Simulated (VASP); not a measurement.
# Ir (P6_3/mmc) in VASP: further runs

The runs below take Ir through single point, with r2SCAN.

Program: VASP 6.6.1. These are calculated values, not measurements. Logs are shortened: lines on timing, memory, paths and dates and some standing lists are left out, and cuts for length are marked.

**1. The cell of the first run**

It takes space group P6_3/mmc (No. 194, hexagonal). Conventional cell: a = 2.751 Å, b = 2.751 Å, c = 4.462 Å, α = 90.00°, β = 90.00°, γ = 120.00°. Ir (site symmetry -6m2) has 12 Ir at 2.74 to 2.75 Å within 3.6 Å.

This isn't the form of Ir at room conditions, which is fcc.

**2. Single point, r2SCAN, collinear spin**

POSCAR reads:

```
Ir
1.0
    2.7513778946      0.0000000000      0.0000000000
   -1.3756889473      2.3827631521      0.0000000000
    0.0000000000      0.0000000000      4.4622900000
Ir
2
Direct
    0.6666666667      0.3333333333      0.7500000000
    0.3333333333      0.6666666667      0.2500000000
```

INCAR.step1 reads:

```
ALGO     = Normal         # electronic algorithm
EDIFF    = 1E-4           # SCF threshold, eV
ENCUT    = 520            # plane-wave cutoff, eV
GGA      = PE             # functional
ISMEAR   = -1             # smearing method
ISPIN    = 2              # spin polarisation
LASPH    = T              # aspherical terms in the spheres
LCHARG   = F              # write CHGCAR
LMAXMIX  = 4              # l up to which the mixer works
LREAL    = F              # projectors in reciprocal space
LWAVE    = T              # write WAVECAR
MAGMOM   = 0.75 0.75      # initial moments
NBANDS   = 20             # bands
NELM     = 150            # most SCF steps
NUPDOWN  = 1.5            # fixed moment
PREC     = Accurate       # precision mode
SIGMA    = 0.08           # smearing width, eV
```

INCAR.step2 reads:

```
ALGO     = Normal         # electronic algorithm
EDIFF    = 1E-6           # SCF threshold, eV
ENCUT    = 520            # plane-wave cutoff, eV
ISIF     = 2              # what is computed and relaxed
ISMEAR   = -1             # smearing method
ISPIN    = 2              # spin polarisation
ISTART   = 1            
LASPH    = T              # aspherical terms in the spheres
LCHARG   = F              # write CHGCAR
LMAXMIX  = 4              # l up to which the mixer works
LMIXTAU  = T            
LORBIT   = 11             # projections on sites
LREAL    = F              # projectors in reciprocal space
LWAVE    = F              # write WAVECAR
MAGMOM   = 0.75 0.75      # initial moments
METAGGA  = R2SCAN         # meta-GGA
NBANDS   = 20             # bands
NELM     = 150            # most SCF steps
NUPDOWN  = 1.5            # fixed moment
PREC     = Accurate       # precision mode
SIGMA    = 0.08           # smearing width, eV
```

KPOINTS reads:

```
k-points
0
Gamma
  14 14 8
```

Potentials or basis: VASP PAW PBE potentials, release 64 (Ir).

Launch:

```console
cat potpaw_PBE.64/Ir/POTCAR > POTCAR
cp INCAR.step1 INCAR
mpirun -np 1 vasp_std > vasp.out
cp INCAR.step2 INCAR
mpirun -np 1 vasp_std > vasp.out
```

OUTCAR:

```text
EDIFF = 1E-6
   ENCUT = 520
   ISIF = 2
   ISMEAR = -1
   ISPIN = 2
   ISTART = 1
   LASPH = T
   LORBIT = 11
   LREAL = F
   METAGGA = R2SCAN
   NELM = 150
   NUPDOWN = 1.5
   PREC = Accurate

 ion  position               nearest neighbor table
   1  0.667  0.333  0.750-   2 2.74   2 2.74   2 2.74   2 2.74   2 2.74   2 2.74
   2  0.333  0.667  0.250-   1 2.74   1 2.74   1 2.74   1 2.74   1 2.74   1 2.74

  LATTYP: Found a hexagonal cell.
 ALAT       =     2.7513778946
 C/A-ratio  =     1.6218382828

  Lattice vectors:

 A1 = (   2.7513778946,   0.0000000000,   0.0000000000)
 A2 = (  -1.3756889473,   2.3827631521,   0.0000000000)
 A3 = (   0.0000000000,   0.0000000000,   4.4622900000)

Analysis of symmetry for initial positions (statically):
=====================================================================
 Subroutine PRICEL returns:
 Original cell was already a primitive cell.

 Routine SETGRP: Setting up the symmetry group for a
 hexagonal supercell.

 Subroutine GETGRP returns: Found 24 space group operations
 (whereof 12 operations were pure point group operations)
 out of a pool of 24 trial point group operations.

The static configuration has the point symmetry D_3d.
 The point group associated with its full space group is D_6h.

Analysis of symmetry for dynamics (positions and initial velocities):
=====================================================================
 Subroutine PRICEL returns:
 Original cell was already a primitive cell.

 Routine SETGRP: Setting up the symmetry group for a
 hexagonal supercell.

 Subroutine GETGRP returns: Found 24 space group operations
 (whereof 12 operations were pure point group operations)
 out of a pool of 24 trial point group operations.

The dynamic configuration has the point symmetry D_3d.
 The point group associated with its full space group is D_6h.

Analysis of structural, dynamic, and magnetic symmetry:
=====================================================================
 Subroutine PRICEL returns:
 Original cell was already a primitive cell.

 Routine SETGRP: Setting up the symmetry group for a
 hexagonal supercell.

 Subroutine GETGRP returns: Found 24 space group operations
 (whereof 12 operations were pure point group operations)
 out of a pool of 24 trial point group operations.

The overall configuration has the point symmetry D_3d.
 The point group associated with its full space group is D_6h.

 Subroutine INISYM returns: Found 24 space group operations
 (whereof 12 operations are pure point group operations),
 and found     1 'primitive' translations

----------------------------------------------------------------------------------------

                                     Primitive cell

  volume of cell :      29.2542

  direct lattice vectors                    reciprocal lattice vectors
     2.751377895  0.000000000  0.000000000     0.363454254  0.209840411  0.000000000
    -1.375688947  2.382763152  0.000000000     0.000000000  0.419680823  0.000000000
     0.000000000  0.000000000  4.462290000     0.000000000  0.000000000  0.224100182

  length of vectors
     2.751377895  2.751377895  4.462290000     0.419680823  0.419680823  0.224100182

  position of ions in fractional coordinates (direct lattice)
     0.666666667  0.333333333  0.750000000
     0.333333333  0.666666667  0.250000000

  ion indices of the primitive-cell ions
   primitive index   ion index
                 1           1
                 2           2

----------------------------------------------------------------------------------------

 KPOINTS: k-points

Automatic generation of k-mesh.
 Grid dimensions read from file:
 generate k-points for:   14   14    8

 Generating k-lattice:

  Cartesian coordinates                     Fractional coordinates (reciprocal lattice)
     0.025961018  0.014988601  0.000000000     0.071428571  0.000000000  0.000000000
     0.000000000  0.029977202  0.000000000     0.000000000  0.071428571  0.000000000
     0.000000000  0.000000000  0.028012523     0.000000000  0.000000000  0.125000000

  Length of vectors
     0.029977202  0.029977202  0.028012523

  Shift w.r.t. Gamma in fractional coordinates (k-lattice)
     0.000000000  0.000000000  0.000000000

 Subroutine IBZKPT returns following result:
 ===========================================

 Found    120 irreducible k-points:

 Following reciprocal coordinates:
            Coordinates               Weight
  0.000000  0.000000  0.000000      1.000000
  0.071429 -0.000000  0.000000      6.000000
  0.142857  0.000000  0.000000      6.000000
  0.214286 -0.000000  0.000000      6.000000
  0.285714 -0.000000  0.000000      6.000000
  0.357143 -0.000000  0.000000      6.000000
[... 16 lines left out ...]
  0.285714  0.285714  0.000000      6.000000
  0.357143  0.285714  0.000000      6.000000
 [... further k-points ...]
   k-points           NKPTS =    120   k-points in BZ     NKDIM =    120   number of bands    NBANDS=     20
   number of dos      NEDOS =    301   number of ions     NIONS =      2
   total plane-waves  NPLWV =  14400
   dimension x,y,z NGX =    20 NGY =   20 NGZ =   36
   dimension x,y,z NGXF=    40 NGYF=   40 NGZF=   72
   ions per type =               2
   NGX,Y,Z   is equivalent  to a cutoff of  12.08, 12.08, 13.41 a.u.
   NGXF,Y,Z  is equivalent  to a cutoff of  24.17, 24.17, 26.82 a.u.
 SYSTEM =  unknown system
   PREC   = accura    normal or accurate (medium, high low for compatibility)
   ISTART =      1    job   : 0-new  1-cont  2-samecut
   ICHARG =      0    charge: 1-file 2-atom 10-const
   ISPIN  =      2    spin polarized calculation?
   LNONCOLLINEAR =      F non collinear calculations
   LSORBIT =      F    spin-orbit coupling
   LASPH  =      T    aspherical Exc in radial PAW
   ENCUT  =  520.0 eV  38.22 Ry    6.18 a.u.   5.12  5.12  8.30*2*pi/ulx,y,z
   NELM   =    150;   NELMIN=  2; NELMDL=  0     # of ELM steps
   EDIFF  = 0.1E-05   stopping-criterion for ELM
   LREAL  =      F    real-space projection
   EDIFFG = 0.1E-04   stopping-criterion for IOM
   NSW    =      0    number of steps for IOM
   IBRION =     -1    ionic relax: 0-MD 1-quasi-New 2-CG
   NFREE  =      0    steps in history (QN), initial steepest desc. (CG)
   ISIF   =      2    stress and relaxation
   ISYM   =      2    0-nonsym 1-usesym 2-fastsym
   POTIM  = 0.5000    time-step for ionic-motion
   TEBEG  =    0.0;   TEEND  =   0.0 temperature during run
   PSTRESS=    0.0 pullay stress
   NELECT =      18.0000    total number of electrons
   NUPDOWN=       1.5000    fix difference up-down
   EMIN   =  10.00;   EMAX   =-10.00  energy-range for DOS
   EFERMI =   0.00;   METHOD = LEGACY
   ISMEAR =    -1;   SIGMA  =   0.08  broadening in eV -4-tet -1-fermi 0-gaus
   EFERMI_NEDOS =   21; number of points for ismear=-14 and -15
   IALGO  =     38    algorithm
   IMIX   =      4    mixing-type and parameters
     AMIX     =   0.40;   BMIX     =  1.00
     AMIX_MAG =   1.60;   BMIX_MAG =  1.00
  volume/ion in A,a.u.               =      14.63        98.71
  Fermi-wavevector in a.u.,A,eV,Ry     =   1.392417  2.631287 26.379323  1.938826
  Thomas-Fermi vector in A             =   2.516162
   LORBIT       =     11    0 simple, 1 ext, 2 COOP (PROOUT), +10 PAW based schemes
   METAGGA = R2SCAN    functional components
   LHFCALC =     F    Hartree Fock is set to
   AEXX    =    0.0000 exact exchange contribution
   IVDW    =     0    specifies the selected vdW correction
   LEPSILON=     F    determine dielectric tensor
   LRPA    =     F    only Hartree local field effects (RPA)
 spin polarized calculation
  energy-cutoff  :      520.00
  volume of cell :       29.25
 maximum number of plane-waves:       796
   NGX = 11   NGY = 11   NGZ = 17

 number of electron      18.0000000 magnetization       1.5000000

 Free energy of the ion-electron system (eV)
  ---------------------------------------------------
  ext. energy  EPLUGINS =         0.00000000
  ---------------------------------------------------
  free energy    TOTEN  =      -104.38111872 eV

  energy without entropy =     -104.33171441  energy(sigma->0) =     -104.35641656

 E-fermi :   9.3359     XC(G=0): -15.0922

 val. band max:        9.8819936449   @ k =   0.3571   0.0714   0.2500
 cond. band min:       9.3731524399   @ k =   0.2143   0.1429   0.0000
 fundamental gap:     -0.5088412050
 Fermi energy:         9.8952124114

 spin component 1

 k-point     1 :       0.0000    0.0000    0.0000
  band No.  band energies     occupation
      1      -1.5630      1.00000
      2       1.4212      1.00000
      3       5.5609      1.00000
      4       5.6335      1.00000
      5       5.6335      1.00000
      6       6.2698      1.00000
[... 12 lines left out ...]
     19      33.2808      0.00000
     20      33.2808      0.00000

 k-point     2 :       0.0714   -0.0000    0.0000
  band No.  band energies     occupation
      1      -1.3614      1.00000
      2       1.5986      1.00000
      3       5.2327      1.00000
      4       5.7997      1.00000
      5       5.9241      1.00000
      6       6.1710      1.00000
[... 12 lines left out ...]
     19      31.4110      0.00000
     20      33.5141      0.00000
[... 465 lines left out ...]
      3       3.7517      1.00000
      4       4.3838      1.00000
      5       5.0425      1.00000
      6       5.6234      1.00000
[... 12 lines left out ...]
     19      26.0321      0.00000
     20      35.8201      0.00000

 k-point    24 :       0.3571    0.2857    0.0000
  band No.  band energies     occupation
      1       2.7295      1.00000
      2       3.5749      1.00000
      3       3.6628      1.00000
      4       4.5772      1.00000
      5       5.1487      1.00000
      6       5.4019      1.00000
[... 12 lines left out ...]
     19      25.7886      0.00000
     20      35.7513      0.00000

 [... further k-points ...]

 spin component 2

 k-point     1 :       0.0000    0.0000    0.0000
  band No.  band energies     occupation
      1      -1.5799      1.00000
      2       1.7218      1.00000
      3       6.1765      1.00000
      4       6.2725      1.00000
      5       6.2725      1.00000
      6       6.9255      1.00000
[... 12 lines left out ...]
     19      33.4431      0.00000
     20      33.4431      0.00000

 k-point     2 :       0.0714   -0.0000    0.0000
  band No.  band energies     occupation
      1      -1.3775      1.00000
      2       1.9029      1.00000
      3       5.8332      1.00000
      4       6.4418      1.00000
      5       6.5682      1.00000
      6       6.8152      1.00000
[... 12 lines left out ...]
     19      31.4784      0.00000
     20      33.6789      0.00000
[... 465 lines left out ...]
      3       4.1287      1.00000
      4       4.6922      1.00000
      5       5.6165      1.00000
      6       6.1798      1.00000
[... 12 lines left out ...]
     19      26.2557      0.00000
     20      35.9607      0.00000

 k-point    24 :       0.3571    0.2857    0.0000
  band No.  band energies     occupation
      1       3.2689      1.00000
      2       3.8848      1.00000
      3       4.0331      1.00000
      4       4.9060      1.00000
      5       5.7166      1.00000
      6       5.9512      1.00000
[... 12 lines left out ...]
     19      25.9371      0.00000
     20      35.8478      0.00000

 [... further k-points ...]

------------------------ aborting loop because EDIFF is reached ----------------------------------------

  FORCE on cell =-STRESS in cart. coord.  units (eV):
  Direction    XX          YY          ZZ          XY          YZ          ZX
  --------------------------------------------------------------------------------------
  -------------------------------------------------------------------------------------
  Total       -0.3871306     -0.3871306     -0.3084997     -0.0000000      0.0000000      0.0000000
  in kB      -21.2021142    -21.2021142    -16.8957078     -0.0000000      0.0000000      0.0000000
  external PRESSURE =     -19.7666454 kB  Pullay stress =       0.0000000 kB

 VOLUME and BASIS-vectors are now :
 -----------------------------------------------------------------------------
  energy-cutoff  :      520.00
  volume of cell :       29.25
      direct lattice vectors                 reciprocal lattice vectors
     2.751377895  0.000000000  0.000000000     0.363454254  0.209840411  0.000000000
    -1.375688947  2.382763152  0.000000000     0.000000000  0.419680823  0.000000000
     0.000000000  0.000000000  4.462290000     0.000000000  0.000000000  0.224100182

 POSITION                                       TOTAL-FORCE (eV/Angst)
 -----------------------------------------------------------------------------------
      1.37569      0.79425      3.34672        -0.000000     -0.000000      0.000000
     -0.00000      1.58851      1.11557         0.000000      0.000000      0.000000
 -----------------------------------------------------------------------------------
    total drift:                                0.000000     -0.000000     -0.000000

  FREE ENERGIE OF THE ION-ELECTRON SYSTEM (eV)
  ---------------------------------------------------
  free  energy   TOTEN  =      -104.3811187152 eV

  energy  without entropy=     -104.3317144140  energy(sigma->0) =     -104.35641656

 total charge

# of ion       s       p       d       tot
------------------------------------------
    1        0.655   0.702   6.932   8.288
    2        0.655   0.702   6.932   8.288
--------------------------------------------------
tot          1.309   1.403  13.863  16.575

 magnetization (x)

# of ion       s       p       d       tot
------------------------------------------
    1        0.005  -0.016   0.766   0.755
    2        0.005  -0.016   0.766   0.755
--------------------------------------------------
tot          0.010  -0.032   1.533   1.510
```

It took 8.1 min on 1 thread of Intel Xeon Platinum 8259CL at 2.50GHz (Skylake/Cascade Lake), shared host; peak memory 0.23 GiB.

Results:

```
Free energy                                           : -104.3811 eV
Pressure                                              : -2.0 GPa
Net moment                                            : 1.50 μB per cell
Site moments                                          : Ir +0.76 μB
Valence electrons inside the program's atomic spheres : Ir 8.29
```

Stress tensor (GPa, compression positive):
```
-2.12  0.00  0.00
 0.00 -2.12  0.00
 0.00  0.00 -1.69
```

Caveat: the PAW data sets were made with another functional, which shifts forces and pressure a little; spin-orbit coupling is left out, which moves the levels of the heavy elements; the total moment is fixed, so each spin has its own Fermi level and the state may be an excited one.

(Part 1 of 2 ends here.)
